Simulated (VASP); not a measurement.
# Li5Cl3 (P6/mmm) in VASP: further runs

The runs below take Li5Cl3 through single point, with PBE.

Program: VASP 6.6.1. These are calculated values, not measurements. Logs are shortened: lines on timing, memory, paths and dates and some standing lists are left out, and cuts for length are marked.

## 1. The cell of the first run

Symmetry: P6/mmm, No. 191, hexagonal system. Conventional cell: a = 7.740 Å, b = 7.740 Å, c = 4.545 Å, α = 90.00°, β = 90.00°, γ = 120.00°. Li (site symmetry mmm) has 2 Cl at 2.27 Å within 3.0 Å. Li (site symmetry 6mm) has 2 Li at 2.26 to 2.29 Å within 3.0 Å. Cl (site symmetry mmm) has 2 Li at 2.27 Å within 3.0 Å.

## 2. Single point, PBE

File INCAR:

```
PREC     = Accurate       # precision mode
ENCUT    = 520            # plane-wave cutoff, eV
EDIFF    = 1E-6           # SCF threshold, eV
ISMEAR   = 0              # smearing method
SIGMA    = 0.1            # smearing width, eV
LREAL    = False          # projectors in reciprocal space
LASPH    = True           # aspherical terms in the spheres
NELM     = 100            # most SCF steps
ALGO     = Normal         # electronic algorithm
ISIF     = 2              # what is computed and relaxed
LWAVE    = False          # write WAVECAR
LCHARG   = True           # write CHGCAR
GGA      = PE             # functional
LELF     = True           # ELF
LVHAR    = True         
NBANDS   = 28             # bands
```

File KPOINTS:

```
Automatic mesh
0
Gamma
  6 6 4
```

File POSCAR:

```
Li5Cl3
1.0
    7.7399286741      0.0000000000      0.0000000000
   -3.8699643371      6.7029748553      0.0000000000
    0.0000000000      0.0000000000      4.5448555468
Li Cl
5 3
Direct
    0.5000000000      0.0000000000      0.0000000000
    0.0000000000      0.5000000000      0.0000000000
    0.5000000000      0.5000000000      0.0000000000
    0.0000000000      0.0000000000      0.2514105443
    0.0000000000      0.0000000000      0.7485894557
    0.5000000000      0.0000000000      0.5000000000
    0.0000000000      0.5000000000      0.5000000000
    0.5000000000      0.5000000000      0.5000000000
```

Potentials or basis: VASP PAW PBE potentials, release 64 (Li_sv, Cl).

Command:

```sh
cat potpaw_PBE.64/Li_sv/POTCAR potpaw_PBE.64/Cl/POTCAR > POTCAR
mpirun -np 1 vasp_std > vasp.out
```

OUTCAR:

```text
PREC = Accurate
   ENCUT = 520
   EDIFF = 1E-6
   ISMEAR = 0
   LREAL = False
   LASPH = True
   NELM = 100
   ISIF = 2
   GGA = PE

 ion  position               nearest neighbor table
   1  0.500  0.000  0.000-   6 2.27   6 2.27
   2  0.000  0.500  0.000-   7 2.27   7 2.27
   3  0.500  0.500  0.000-   8 2.27   8 2.27
   4  0.000  0.000  0.251-   5 2.26   5 2.29
   5  0.000  0.000  0.749-   4 2.26   4 2.29
   6  0.500  0.000  0.500-   1 2.27   1 2.27
   7  0.000  0.500  0.500-   2 2.27   2 2.27
   8  0.500  0.500  0.500-   3 2.27   3 2.27

  LATTYP: Found a hexagonal cell.
 ALAT       =     7.7399286741
 C/A-ratio  =     0.5871960503

  Lattice vectors:

 A1 = (   7.7399286741,   0.0000000000,   0.0000000000)
 A2 = (  -3.8699643371,   6.7029748553,   0.0000000000)
 A3 = (   0.0000000000,   0.0000000000,   4.5448555468)

Analysis of symmetry for initial positions (statically):
=====================================================================
 Subroutine PRICEL returns:
 Original cell was already a primitive cell.

 Routine SETGRP: Setting up the symmetry group for a
 hexagonal supercell.

 Subroutine GETGRP returns: Found 24 space group operations
 (whereof 24 operations were pure point group operations)
 out of a pool of 24 trial point group operations.

The static configuration has the point symmetry D_6h.

Analysis of symmetry for dynamics (positions and initial velocities):
=====================================================================
 Subroutine PRICEL returns:
 Original cell was already a primitive cell.

 Routine SETGRP: Setting up the symmetry group for a
 hexagonal supercell.

 Subroutine GETGRP returns: Found 24 space group operations
 (whereof 24 operations were pure point group operations)
 out of a pool of 24 trial point group operations.

The dynamic configuration has the point symmetry D_6h.

 Subroutine INISYM returns: Found 24 space group operations
 (whereof 24 operations are pure point group operations),
 and found     1 'primitive' translations

----------------------------------------------------------------------------------------

                                     Primitive cell

  volume of cell :     235.7896

  direct lattice vectors                    reciprocal lattice vectors
     7.739928674  0.000000000  0.000000000     0.129200157  0.074593745  0.000000000
    -3.869964337  6.702974855  0.000000000     0.000000000  0.149187491  0.000000000
     0.000000000  0.000000000  4.544855547     0.000000000  0.000000000  0.220028995

  length of vectors
     7.739928674  7.739928674  4.544855547     0.149187491  0.149187491  0.220028995

  position of ions in fractional coordinates (direct lattice)
     0.500000000  0.000000000  0.000000000
     0.000000000  0.500000000  0.000000000
     0.500000000  0.500000000  0.000000000
     0.000000000  0.000000000  0.251410544
     0.000000000  0.000000000  0.748589456
     0.500000000  0.000000000  0.500000000
     0.000000000  0.500000000  0.500000000
     0.500000000  0.500000000  0.500000000

  ion indices of the primitive-cell ions
   primitive index   ion index
                 1           1
                 2           2
                 3           3
                 4           4
                 5           5
                 6           6
                 7           7
                 8           8

----------------------------------------------------------------------------------------

 KPOINTS: Automatic mesh

Automatic generation of k-mesh.
 Grid dimensions read from file:
 generate k-points for:    6    6    4

 Generating k-lattice:

  Cartesian coordinates                     Fractional coordinates (reciprocal lattice)
     0.021533360  0.012432291  0.000000000     0.166666667  0.000000000  0.000000000
     0.000000000  0.024864582  0.000000000     0.000000000  0.166666667  0.000000000
     0.000000000  0.000000000  0.055007249     0.000000000  0.000000000  0.250000000

  Length of vectors
     0.024864582  0.024864582  0.055007249

  Shift w.r.t. Gamma in fractional coordinates (k-lattice)
     0.000000000  0.000000000  0.000000000

 Subroutine IBZKPT returns following result:
 ===========================================

 Found     21 irreducible k-points:

 Following reciprocal coordinates:
            Coordinates               Weight
  0.000000  0.000000  0.000000      1.000000
  0.166667  0.000000  0.000000      6.000000
  0.333333  0.000000  0.000000      6.000000
  0.500000  0.000000  0.000000      3.000000
  0.166667  0.166667  0.000000      6.000000
  0.333333  0.166667  0.000000     12.000000
[... 13 lines left out ...]
  0.333333  0.166667  0.500000     12.000000
  0.333333  0.333333  0.500000      2.000000
   k-points           NKPTS =     21   k-points in BZ     NKDIM =     21   number of bands    NBANDS=     28
   number of dos      NEDOS =    301   number of ions     NIONS =      8
   total plane-waves  NPLWV = 129600
   dimension x,y,z NGX =    60 NGY =   60 NGZ =   36
   dimension x,y,z NGXF=   120 NGYF=  120 NGZF=   72
   ions per type =               5   3
   NGX,Y,Z   is equivalent  to a cutoff of  12.89, 12.89, 13.17 a.u.
   NGXF,Y,Z  is equivalent  to a cutoff of  25.77, 25.77, 26.34 a.u.
 SYSTEM =  unknown system
   PREC   = accura    normal or accurate (medium, high low for compatibility)
   ISTART =      0    job   : 0-new  1-cont  2-samecut
   ICHARG =      2    charge: 1-file 2-atom 10-const
   ISPIN  =      1    spin polarized calculation?
   LNONCOLLINEAR =      F non collinear calculations
   LSORBIT =      F    spin-orbit coupling
   LASPH  =      T    aspherical Exc in radial PAW
   ENCUT  =  520.0 eV  38.22 Ry    6.18 a.u.  14.39 14.39  8.45*2*pi/ulx,y,z
   NELM   =    100;   NELMIN=  2; NELMDL= -5     # of ELM steps
   EDIFF  = 0.1E-05   stopping-criterion for ELM
   LREAL  =      F    real-space projection
   EDIFFG = 0.1E-04   stopping-criterion for IOM
   NSW    =      0    number of steps for IOM
   IBRION =     -1    ionic relax: 0-MD 1-quasi-New 2-CG
   NFREE  =      0    steps in history (QN), initial steepest desc. (CG)
   ISIF   =      2    stress and relaxation
   ISYM   =      2    0-nonsym 1-usesym 2-fastsym
   POTIM  = 0.5000    time-step for ionic-motion
   TEBEG  =    0.0;   TEEND  =   0.0 temperature during run
   PSTRESS=    0.0 pullay stress
   NELECT =      36.0000    total number of electrons
   NUPDOWN=      -1.0000    fix difference up-down
   EMIN   =  10.00;   EMAX   =-10.00  energy-range for DOS
   EFERMI =   0.00;   METHOD = LEGACY
   ISMEAR =     0;   SIGMA  =   0.10  broadening in eV -4-tet -1-fermi 0-gaus
   EFERMI_NEDOS =   21; number of points for ismear=-14 and -15
   IALGO  =     38    algorithm
   IMIX   =      4    mixing-type and parameters
     AMIX     =   0.40;   BMIX     =  1.00
     AMIX_MAG =   1.60;   BMIX_MAG =  1.00
  volume/ion in A,a.u.               =      29.47       198.90
  Fermi-wavevector in a.u.,A,eV,Ry     =   0.874985  1.653483 10.416612  0.765599
  Thomas-Fermi vector in A             =   1.994593
   LORBIT       =      0    0 simple, 1 ext, 2 COOP (PROOUT), +10 PAW based schemes
   GGA     = PE    functional components
   LHFCALC =     F    Hartree Fock is set to
   AEXX    =    0.0000 exact exchange contribution
   IVDW    =     0    specifies the selected vdW correction
   LEPSILON=     F    determine dielectric tensor
   LRPA    =     F    only Hartree local field effects (RPA)
 non-spin polarized calculation
 Gauss-broadening in eV      SIGMA  =   0.10
  energy-cutoff  :      520.00
  volume of cell :      235.79
 maximum number of plane-waves:      6377
 NGX is ok and might be reduce to    60
   NGX = 29   NGY = 29   NGZ = 17

 number of electron      35.9999985 magnetization

 Free energy of the ion-electron system (eV)
  ---------------------------------------------------
  ext. energy  EPLUGINS =         0.00000000
  ---------------------------------------------------
  free energy    TOTEN  =       -21.26527881 eV

  energy without entropy =      -21.26474279  energy(sigma->0) =      -21.26501080

 E-fermi :   0.7289     XC(G=0):  -6.3423

 val. band max:        0.6443315390   @ k =   0.0000   0.0000   0.5000
 cond. band min:       0.8142828632   @ k =   0.0000   0.0000   0.5000
 fundamental gap:      0.1699513242
 Fermi energy:         0.7288792013

 k-point     1 :       0.0000    0.0000    0.0000
  band No.  band energies     occupation
      1     -47.5133      2.00000
      2     -47.3994      2.00000
      3     -46.8217      2.00000
      4     -46.8214      2.00000
      5     -46.8214      2.00000
      6     -14.9002      2.00000
[... 20 lines left out ...]
     27       6.4212      0.00000
     28       7.0245      0.00000

 k-point     2 :       0.1667    0.0000    0.0000
  band No.  band energies     occupation
      1     -47.5133      2.00000
      2     -47.3994      2.00000
      3     -46.8217      2.00000
      4     -46.8214      2.00000
      5     -46.8214      2.00000
      6     -14.8906      2.00000
[... 20 lines left out ...]
     27       6.3203      0.00000
     28       6.9213      0.00000

 k-point     3 :       0.3333    0.0000    0.0000
  band No.  band energies     occupation
      1     -47.5133      2.00000
      2     -47.3994      2.00000
      3     -46.8217      2.00000
      4     -46.8215      2.00000
      5     -46.8214      2.00000
      6     -14.8658      2.00000
[... 523 lines left out ...]
      3     -46.8214      2.00000
      4     -46.8213      2.00000
      5     -46.8212      2.00000
      6     -14.8793      2.00000
[... 20 lines left out ...]
     27       5.3149      0.00000
     28       6.3096      0.00000

 k-point    21 :       0.3333    0.3333    0.5000
  band No.  band energies     occupation
      1     -47.4609      2.00000
      2     -47.4521      2.00000
      3     -46.8214      2.00000
      4     -46.8214      2.00000
      5     -46.8212      2.00000
      6     -14.8529      2.00000
[... 20 lines left out ...]
     27       5.9414      0.00000
     28       5.9414      0.00000

------------------------ aborting loop because EDIFF is reached ----------------------------------------

  FORCE on cell =-STRESS in cart. coord.  units (eV):
  Direction    XX          YY          ZZ          XY          YZ          ZX
  --------------------------------------------------------------------------------------
  -------------------------------------------------------------------------------------
  Total       -0.0069741     -0.0069741      0.0449130      0.0000000      0.0000000     -0.0000000
  in kB       -0.0473887     -0.0473887      0.3051815      0.0000000      0.0000000     -0.0000000
  external PRESSURE =       0.0701347 kB  Pullay stress =       0.0000000 kB

 VOLUME and BASIS-vectors are now :
 -----------------------------------------------------------------------------
  energy-cutoff  :      520.00
  volume of cell :      235.79
      direct lattice vectors                 reciprocal lattice vectors
     7.739928674  0.000000000  0.000000000     0.129200157  0.074593745  0.000000000
    -3.869964337  6.702974855  0.000000000     0.000000000  0.149187491  0.000000000
     0.000000000  0.000000000  4.544855547     0.000000000  0.000000000  0.220028995

 POSITION                                       TOTAL-FORCE (eV/Angst)
 -----------------------------------------------------------------------------------
      3.86996      0.00000      0.00000         0.000000      0.000000     -0.000000
     -1.93498      3.35149      0.00000         0.000000      0.000000     -0.000000
      1.93498      3.35149      0.00000         0.000000      0.000000     -0.000000
      0.00000      0.00000      1.14262        -0.000000      0.000000      0.027625
      0.00000      0.00000      3.40223         0.000000     -0.000000     -0.027625
      3.86996      0.00000      2.27243         0.000000      0.000000     -0.000000
     -1.93498      3.35149      2.27243         0.000000      0.000000     -0.000000
      1.93498      3.35149      2.27243         0.000000      0.000000     -0.000000
 -----------------------------------------------------------------------------------
    total drift:                                0.000000     -0.000000     -0.000000

  FREE ENERGIE OF THE ION-ELECTRON SYSTEM (eV)
  ---------------------------------------------------
  free  energy   TOTEN  =       -21.2652788066 eV

  energy  without entropy=      -21.2647427901  energy(sigma->0) =      -21.26501080
```

Wall time 2.1 min (1 thread of Intel Xeon Platinum 8259CL at 2.50GHz (Skylake/Cascade Lake), shared host); peak memory 0.38 GiB.

Results:

* Free energy: -21.2653 eV
* Largest force: 0.028 eV/Å
* Band gap on the k mesh: 0.17 eV, direct

Forces on the atoms (eV/Å):
```
Li   0.000  0.000  0.000
Li   0.000  0.000  0.000
Li   0.000  0.000  0.000
Li   0.000  0.000  0.028
Li   0.000  0.000 -0.028
Cl   0.000  0.000  0.000
Cl   0.000  0.000  0.000
Cl   0.000  0.000  0.000
```

Caveat: the cutoff is under 1.25 times the usual one of these potentials, so pressure, stress and relaxed cells hold a basis-set (Pulay) error.

(Continued in part 2 of 2.)
